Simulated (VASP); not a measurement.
Write the native input for VASP 6.6.1 that does the following.

```
Task                   : single point
Functional             : PBEsol
Potentials or basis    : VASP PAW PBE potentials, release 64 (Ir_sv_GW)
Cutoff                 : 560 eV
k mesh                 : 21 × 21 × 21
Occupations            : gaussian, width 0.05 eV
Spin                   : no spin polarisation
Dipole correction      : no
Further INCAR settings : ALGO = Normal; EDIFF = 1e-06; NBANDS = 14
```

The structure of Ir lies in POSCAR:

```
Ir
1.0
    0.0000000000      1.9150664799      1.9150664799
    1.9150664799      0.0000000000      1.9150664799
    1.9150664799      1.9150664799      0.0000000000
Ir
1
Direct
    0.0000000000      0.0000000000      0.0000000000
```

One way to write it, as run:

INCAR

```
ALGO = Normal
EDIFF = 1E-6
ENCUT = 560
GGA = PS
GGA_COMPAT = F
ISIF = 2
ISMEAR = 0
LASPH = T
LCHARG = T
LELF = T
LREAL = F
LVHAR = T
LWAVE = F
NBANDS = 14
NELM = 120
PREC = Accurate
SIGMA = 0.05
```

KPOINTS

```
k-points
0
Gamma
  21 21 21
```

Potentials or basis: VASP PAW PBE potentials, release 64 (Ir_sv_GW).

Run with:

```sh
$ cat potpaw_PBE.64/Ir_sv_GW/POTCAR > POTCAR
$ mpirun -np 1 vasp_std > vasp.out
```

It gave:

```json
{
 "Pressure": "-1.9 GPa",
 "Band gap on the k mesh": "zero (an odd number of electrons rules out a gap without spin polarisation)"
}
```

Caveat: the PAW data sets were made with another functional, which shifts forces and pressure a little; spin-orbit coupling is left out, which moves the levels of the heavy elements.

Wall time 21 s on 1 thread of Intel(R) Xeon(R) 6975P-C (Granite Rapids), on a shared host, peak memory 0.19 GiB.
